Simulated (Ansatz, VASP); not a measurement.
# One calculation of HC6, two programs

```
C H
1.0
     4.88891    0.00000    0.00000
    -1.22223    8.78428    0.00000
     0.00000    0.00000   22.74730
C H
12 2
Direct
  0.01936 0.07744 0.17585
  0.51936 0.07744 0.17585
  0.27420 0.09680 0.20595
  0.77420 0.09680 0.20595
  0.28388 0.13552 0.26617
  0.78388 0.13552 0.26617
  0.03862 0.15447 0.29549
  0.53862 0.15447 0.29549
  0.04882 0.19529 0.35836
  0.54882 0.19529 0.35836
  0.30311 0.21243 0.38454
  0.80311 0.21243 0.38454
  0.04882 0.11100 0.46060
  0.04882 0.27957 0.46060
```

Alike in both runs: task single point; functional LDA; k mesh 6 × 3 × 1; occupations gaussian, width 0.1 eV; no spin polarisation.

```csv
,VASP,Ansatz
version,VASP 6.6.1,Ansatz 0.2.0
potentials or method,"VASP PAW LDA potentials, release 64 (C, H), cutoff 520 eV","scalar-relativistic, plane waves, PAW"
valence electrons in the cell,50,50
```

Ansatz gave:

```
gap on the k mesh at the Fermi level (eV) : 0.04
least direct gap on the mesh (eV)         : 0.04
rms of the force components (eV/Å)        : 1.150
```

Q: Which values does VASP return?

A: gap on the k mesh at the Fermi level (eV): 0.04; least direct gap on the mesh (eV): 0.04; rms of the force components (eV/Å): 1.146.

Ansatz warns that its potentials were made for another functional, while VASP's fit it. LDA's correlation is that of Perdew and Zunger in VASP and of Perdew and Wang (1992) in Ansatz. Atom by atom the forces differ by 0.024 eV/Å (rms over components).
